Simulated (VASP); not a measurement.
# CdSe (P6_3mc) in VASP: further runs

CdSe is run at these levels: PBE; tasks: relaxation of cell and atoms, single point.

All numbers are computed with VASP 6.6.1; they aren't measurements. Logs are shortened: lines on timing, memory, paths and dates and some standing lists are left out, and cuts for length are marked.

## (1) The cell of the first run

Symmetry: P6_3mc, No. 186, hexagonal system. The conventional cell has a = 4.185 Å, b = 4.185 Å, c = 6.834 Å, α = 90.00°, β = 90.00°, γ = 120.00°. Cd (site symmetry 3m) has 4 Se at 2.56 Å within 3.4 Å. Within 3.4 Å of Se (site symmetry 3m) lie 4 Cd at 2.56 Å.

## (2) Relaxation of cell and atoms, PBE

The input, INCAR:

```
PREC = Accurate
ENCUT = 600
EDIFF = 1E-6
ISMEAR = -1
SIGMA = 0.02
LREAL = False
LASPH = True
NELM = 60
ALGO = Normal
ISIF = 3
LWAVE = False
LCHARG = False
GGA = PE
IBRION = 2
NSW = 80
EDIFFG = -0.005
```

The input, KPOINTS:

```
Automatic mesh
0
Gamma
  6 6 4
```

The input, POSCAR:

```
CdSe
1.0
    4.1847082766      0.0000000000      0.0000000000
   -2.0923541383      3.6240636749      0.0000000000
    0.0000000000      0.0000000000      6.8336286156
Cd Se
2 2
Direct
    0.3333333333      0.6666666667      0.0000000000
    0.6666666667      0.3333333333      0.5000000000
    0.3333333333      0.6666666667      0.3750000000
    0.6666666667      0.3333333333      0.8750000000
```

Potentials or basis: VASP PAW PBE potentials, release 64 (Cd, Se).

Run with:

```
$ cat potpaw_PBE.64/Cd/POTCAR potpaw_PBE.64/Se/POTCAR > POTCAR
$ mpirun -np 1 vasp_std > vasp.out
```

OUTCAR:

```text
PREC = Accurate
   ENCUT = 600
   EDIFF = 1E-6
   ISMEAR = -1
   LREAL = False
   LASPH = True
   NELM = 60
   ISIF = 3
   GGA = PE
   IBRION = 2
   NSW = 80
   EDIFFG = -0.005

 ion  position               nearest neighbor table
   1  0.333  0.667  0.000-   4 2.56   4 2.56   4 2.56   3 2.56
   2  0.667  0.333  0.500-   3 2.56   3 2.56   3 2.56   4 2.56
   3  0.333  0.667  0.375-   2 2.56   2 2.56   2 2.56   1 2.56
   4  0.667  0.333  0.875-   1 2.56   1 2.56   1 2.56   2 2.56

  LATTYP: Found a hexagonal cell.
 ALAT       =     4.1847082766
 C/A-ratio  =     1.6330000000

  Lattice vectors:

 A1 = (   4.1847082766,   0.0000000000,   0.0000000000)
 A2 = (  -2.0923541383,   3.6240636749,   0.0000000000)
 A3 = (   0.0000000000,   0.0000000000,   6.8336286156)

Analysis of symmetry for initial positions (statically):
=====================================================================
 Subroutine PRICEL returns:
 Original cell was already a primitive cell.

 Routine SETGRP: Setting up the symmetry group for a
 hexagonal supercell.

 Subroutine GETGRP returns: Found 12 space group operations
 (whereof  6 operations were pure point group operations)
 out of a pool of 24 trial point group operations.

The static configuration has the point symmetry C_3v.
 The point group associated with its full space group is C_6v.

Analysis of symmetry for dynamics (positions and initial velocities):
=====================================================================
 Subroutine PRICEL returns:
 Original cell was already a primitive cell.

 Routine SETGRP: Setting up the symmetry group for a
 hexagonal supercell.

 Subroutine GETGRP returns: Found 12 space group operations
 (whereof  6 operations were pure point group operations)
 out of a pool of 24 trial point group operations.

The dynamic configuration has the point symmetry C_3v.
 The point group associated with its full space group is C_6v.

 Subroutine INISYM returns: Found 12 space group operations
 (whereof  6 operations are pure point group operations),
 and found     1 'primitive' translations

----------------------------------------------------------------------------------------

                                     Primitive cell

  volume of cell :     103.6364

  direct lattice vectors                    reciprocal lattice vectors
     4.184708277  0.000000000  0.000000000     0.238965284  0.137966671  0.000000000
    -2.092354138  3.624063675  0.000000000     0.000000000  0.275933342  0.000000000
     0.000000000  0.000000000  6.833628616     0.000000000  0.000000000  0.146335140

  length of vectors
     4.184708277  4.184708277  6.833628616     0.275933342  0.275933342  0.146335140

  position of ions in fractional coordinates (direct lattice)
     0.333333333  0.666666667  0.000000000
     0.666666667  0.333333333  0.500000000
     0.333333333  0.666666667  0.375000000
     0.666666667  0.333333333  0.875000000

  ion indices of the primitive-cell ions
   primitive index   ion index
                 1           1
                 2           2
                 3           3
                 4           4

----------------------------------------------------------------------------------------

 KPOINTS: Automatic mesh

Automatic generation of k-mesh.
 Grid dimensions read from file:
 generate k-points for:    6    6    4

 Generating k-lattice:

  Cartesian coordinates                     Fractional coordinates (reciprocal lattice)
     0.039827547  0.022994445  0.000000000     0.166666667  0.000000000  0.000000000
     0.000000000  0.045988890  0.000000000     0.000000000  0.166666667  0.000000000
     0.000000000  0.000000000  0.036583785     0.000000000  0.000000000  0.250000000

  Length of vectors
     0.045988890  0.045988890  0.036583785

  Shift w.r.t. Gamma in fractional coordinates (k-lattice)
     0.000000000  0.000000000  0.000000000

 Subroutine IBZKPT returns following result:
 ===========================================

 Found     21 irreducible k-points:

 Following reciprocal coordinates:
            Coordinates               Weight
  0.000000  0.000000  0.000000      1.000000
  0.166667  0.000000  0.000000      6.000000
  0.333333 -0.000000  0.000000      6.000000
  0.500000  0.000000  0.000000      3.000000
  0.166667  0.166667  0.000000      6.000000
  0.333333  0.166667  0.000000     12.000000
[... 13 lines left out ...]
  0.333333  0.166667  0.500000     12.000000
  0.333333  0.333333  0.500000      2.000000
   k-points           NKPTS =     21   k-points in BZ     NKDIM =     21   number of bands    NBANDS=     22
   number of dos      NEDOS =    301   number of ions     NIONS =      4
   total plane-waves  NPLWV =  72576
   dimension x,y,z NGX =    36 NGY =   36 NGZ =   56
   dimension x,y,z NGXF=    72 NGYF=   72 NGZF=  112
   ions per type =               2   2
   NGX,Y,Z   is equivalent  to a cutoff of  14.30, 14.30, 13.62 a.u.
   NGXF,Y,Z  is equivalent  to a cutoff of  28.60, 28.60, 27.25 a.u.
 SYSTEM =  unknown system
   PREC   = accura    normal or accurate (medium, high low for compatibility)
   ISTART =      0    job   : 0-new  1-cont  2-samecut
   ICHARG =      2    charge: 1-file 2-atom 10-const
   ISPIN  =      1    spin polarized calculation?
   LNONCOLLINEAR =      F non collinear calculations
   LSORBIT =      F    spin-orbit coupling
   LASPH  =      T    aspherical Exc in radial PAW
   ENCUT  =  600.0 eV  44.10 Ry    6.64 a.u.   8.36  8.36 13.65*2*pi/ulx,y,z
   NELM   =     60;   NELMIN=  2; NELMDL= -5     # of ELM steps
   EDIFF  = 0.1E-05   stopping-criterion for ELM
   LREAL  =      F    real-space projection
   EDIFFG = -.5E-02   stopping-criterion for IOM
   NSW    =     80    number of steps for IOM
   IBRION =      2    ionic relax: 0-MD 1-quasi-New 2-CG
   NFREE  =      1    steps in history (QN), initial steepest desc. (CG)
   ISIF   =      3    stress and relaxation
   ISYM   =      2    0-nonsym 1-usesym 2-fastsym
   POTIM  = 0.5000    time-step for ionic-motion
   TEBEG  =    0.0;   TEEND  =   0.0 temperature during run
   PSTRESS=    0.0 pullay stress
   NELECT =      36.0000    total number of electrons
   NUPDOWN=      -1.0000    fix difference up-down
   EMIN   =  10.00;   EMAX   =-10.00  energy-range for DOS
   EFERMI =   0.00;   METHOD = LEGACY
   ISMEAR =    -1;   SIGMA  =   0.02  broadening in eV -4-tet -1-fermi 0-gaus
   EFERMI_NEDOS =   21; number of points for ismear=-14 and -15
   IALGO  =     38    algorithm
   IMIX   =      4    mixing-type and parameters
     AMIX     =   0.40;   BMIX     =  1.00
     AMIX_MAG =   1.60;   BMIX_MAG =  1.00
  volume/ion in A,a.u.               =      25.91       174.84
  Fermi-wavevector in a.u.,A,eV,Ry     =   1.150813  2.174722 18.019165  1.324371
  Thomas-Fermi vector in A             =   2.287475
   LORBIT       =      0    0 simple, 1 ext, 2 COOP (PROOUT), +10 PAW based schemes
   GGA     = PE    functional components
   LHFCALC =     F    Hartree Fock is set to
   AEXX    =    0.0000 exact exchange contribution
   IVDW    =     0    specifies the selected vdW correction
   LEPSILON=     F    determine dielectric tensor
   LRPA    =     F    only Hartree local field effects (RPA)
 conjugate gradient relaxation of ions
 non-spin polarized calculation
  energy-cutoff  :      600.00
  volume of cell :      103.64
 maximum number of plane-waves:      3489
 NGX is ok and might be reduce to    36
   NGX = 17   NGY = 17   NGZ = 27

--------------------------------------- Ionic step        1  -------------------------------------------

 number of electron      36.0000005 magnetization

 Free energy of the ion-electron system (eV)
  ---------------------------------------------------
  ext. energy  EPLUGINS =         0.00000000
  ---------------------------------------------------
  free energy    TOTEN  =       -10.59722180 eV

  energy without entropy =      -10.59722180  energy(sigma->0) =      -10.59722180

------------------------ aborting loop because EDIFF is reached ----------------------------------------

  FORCE on cell =-STRESS in cart. coord.  units (eV):
  Direction    XX          YY          ZZ          XY          YZ          ZX
  --------------------------------------------------------------------------------------
  -------------------------------------------------------------------------------------
  Total        5.7387017      5.7387017      5.8779154      0.0000000      0.0000000      0.0000000
  in kB       88.7180223     88.7180223     90.8702104      0.0000000      0.0000000      0.0000000
  external PRESSURE =      89.4354183 kB  Pullay stress =       0.0000000 kB

 VOLUME and BASIS-vectors are now :
 -----------------------------------------------------------------------------
  energy-cutoff  :      600.00
  volume of cell :      103.64
      direct lattice vectors                 reciprocal lattice vectors
     4.184708277  0.000000000  0.000000000     0.238965284  0.137966671  0.000000000
    -2.092354138  3.624063675  0.000000000     0.000000000  0.275933342  0.000000000
     0.000000000  0.000000000  6.833628616     0.000000000  0.000000000  0.146335140
[... 229 lines left out ...]
 POSITION                                       TOTAL-FORCE (eV/Angst)
 -----------------------------------------------------------------------------------
     -0.00000      2.53408      7.17105         0.000000     -0.000000     -0.005932
      2.19458      1.26704      3.58503        -0.000000     -0.000000     -0.005932
     -0.00000      2.53408      2.69052         0.000000      0.000000      0.005932
      2.19458      1.26704      6.27654        -0.000000      0.000000      0.005932
 -----------------------------------------------------------------------------------
    total drift:                               -0.000000     -0.000000     -0.000957

  FREE ENERGIE OF THE ION-ELECTRON SYSTEM (eV)
  ---------------------------------------------------
  free  energy   TOTEN  =       -10.9872963891 eV

  energy  without entropy=      -10.9872963666  energy(sigma->0) =      -10.98729638

--------------------------------------- Ionic step        8  -------------------------------------------

 number of electron      36.0000007 magnetization

 Free energy of the ion-electron system (eV)
  ---------------------------------------------------
  ext. energy  EPLUGINS =         0.00000000
  ---------------------------------------------------
  free energy    TOTEN  =       -10.98731647 eV

  energy without entropy =      -10.98731644  energy(sigma->0) =      -10.98731646

 E-fermi :   0.7509     XC(G=0):  -8.6018

 val. band max:        0.4799093140   @ k =   0.0000   0.0000   0.0000
 cond. band min:       1.0068536452   @ k =   0.0000   0.0000   0.0000
 fundamental gap:      0.5269443311
 Fermi energy:         0.7509350893

 k-point     1 :       0.0000    0.0000    0.0000
  band No.  band energies     occupation
      1     -11.7949      2.00000
      2     -11.4701      2.00000
      3      -7.2669      2.00000
      4      -7.2600      2.00000
      5      -7.2600      2.00000
      6      -7.2030      2.00000
[... 14 lines left out ...]
     21       6.3310      0.00000
     22       6.3310      0.00000
[... 520 lines left out ...]
 POSITION                                       TOTAL-FORCE (eV/Angst)
 -----------------------------------------------------------------------------------
     -0.00000      2.53469      7.16700        -0.000000     -0.000000     -0.003746
      2.19510      1.26734      3.58261        -0.000000     -0.000000     -0.003746
     -0.00000      2.53469      2.69007         0.000000      0.000000      0.003746
      2.19510      1.26734      6.27447        -0.000000      0.000000      0.003746
 -----------------------------------------------------------------------------------
    total drift:                               -0.000000     -0.000000     -0.000936

  FREE ENERGIE OF THE ION-ELECTRON SYSTEM (eV)
  ---------------------------------------------------
  free  energy   TOTEN  =       -10.9873164668 eV

  energy  without entropy=      -10.9873164449  energy(sigma->0) =      -10.98731646

 reached required accuracy - stopping structural energy minimisation
```

It took 2.1 min on 1 thread of Intel Xeon 6975P-C (Granite Rapids), shared host; peak memory 0.29 GiB.

What came out:

* Free energy: -10.9873 eV
* Relaxed volume: 29.91 Å³/atom
* Relaxed cell: a = 4.390 Å, b = 4.390 Å, c = 7.169 Å, α = 90.00°, β = 90.00°, γ = 120.00°
* Space group after relaxing (to 0.1 Å): P6_3mc (No. 186)
* Energy gained by relaxing: 97.5 meV/atom
* Ionic steps: 8
* Pressure after relaxing: 0.0 GPa
* Largest force after relaxing: 0.004 eV/Å
* Band gap on the k mesh: 0.53 eV

Forces in eV/Å, atoms in the order of the input:
```
Cd   0.000  0.000 -0.004
Cd   0.000  0.000 -0.004
Se   0.000  0.000  0.004
Se   0.000  0.000  0.004
```

Step by step:
```tsv
step	energy change (eV)	largest force (eV/Å)	pressure (GPa)	volume (Å³)
1	0.0000	0.0096	8.94	103.64
2	-0.3360	0.0099	-2.27	126.88
3	-0.3900	0.0083	0.05	119.53
4	-0.3900	0.0083	-0.07	119.86
5	-0.3901	0.0067	0.01	119.66
6	-0.3901	0.0064	-0.01	119.66
7	-0.3901	0.0059	0.00	119.66
8	-0.3901	0.0037	0.00	119.66
```

Final structure:
```xyz
4
Lattice="4.3902 0.0000 0.0000 -2.1951 3.8020 0.0000 0.0000 0.0000 7.1688" Properties=species:S:1:pos:R:3 pbc="T T T"
Cd    0.0000    2.5347    7.1670
Cd    2.1951    1.2673    3.5826
Se    0.0000    2.5347    2.6901
Se    2.1951    1.2673    6.2745
```

Caveat: the volume moved by over 15 % at a fixed basis, so the end points are rough.

## (3) Single point, PBE

This run uses another cell than the first one, of 28.87 Å³/atom.

The input, INCAR:

```
SYSTEM = CdSe
  ALGO = Normal
  EDIFF = 1E-6
  ENCUT = 520
  GGA = PE
  ISIF = 2
  ISMEAR = -1
  LASPH = .True.
  LCHARG = .True.
  LELF = .True.
  LREAL = .False.
  LVHAR = .True.
  LWAVE = .False.
  NBANDS = 26
  NELM = 60
  PREC = Accurate
  SIGMA = 0.02
```

The input, KPOINTS:

```
k-points
0
Gamma
  12 12 4
  0 0 0
```

The input, POSCAR:

```
CdSe
1.0
    4.3407236659      0.0000000000      0.0000000000
   -2.1703618329      3.7591769655      0.0000000000
    0.0000000000      0.0000000000      7.0766459782
Cd Se
2 2
Direct
    0.3333333333      0.6666666667     -0.0004760038
    0.6666666667      0.3333333333      0.4995239962
    0.3333333333      0.6666666667      0.3754760038
    0.6666666667      0.3333333333      0.8754760038
```

Potentials or basis: VASP PAW PBE potentials, release 64 (Cd, Se).

Run with:

```
$ cat potpaw_PBE.64/Cd/POTCAR potpaw_PBE.64/Se/POTCAR > POTCAR
$ mpirun -np 1 vasp_std > vasp.out
```

It took 65 s on 1 thread of Intel Xeon 6975P-C (Granite Rapids), shared host; peak memory 0.3 GiB.

The run converged. Its results:

| Property | Result |
| --- | --- |
| Free energy | -10.9736 eV |
| Pressure | 1.7 GPa |
| Band gap on the k mesh | 0.61 eV |

Levels at points of the mesh, in eV from the valence-band top:
| k point | band 16 | band 17 | band 18 | band 19 | band 20 | band 21 |
| --- | --- | --- | --- | --- | --- | --- |
| (0.00, 0.00, 0.00) | -0.04 | 0.00 | 0.00 | 0.61 | 2.17 | 5.86 |
| (0.50, 0.00, 0.00) | -1.77 | -1.27 | -0.72 | 3.16 | 3.33 | 4.78 |
| (0.00, 0.00, 0.50) | -0.38 | -0.38 | -0.38 | 2.32 | 2.32 | 5.82 |
| (0.50, 0.00, 0.50) | -1.30 | -1.29 | -1.29 | 2.92 | 2.92 | 4.84 |
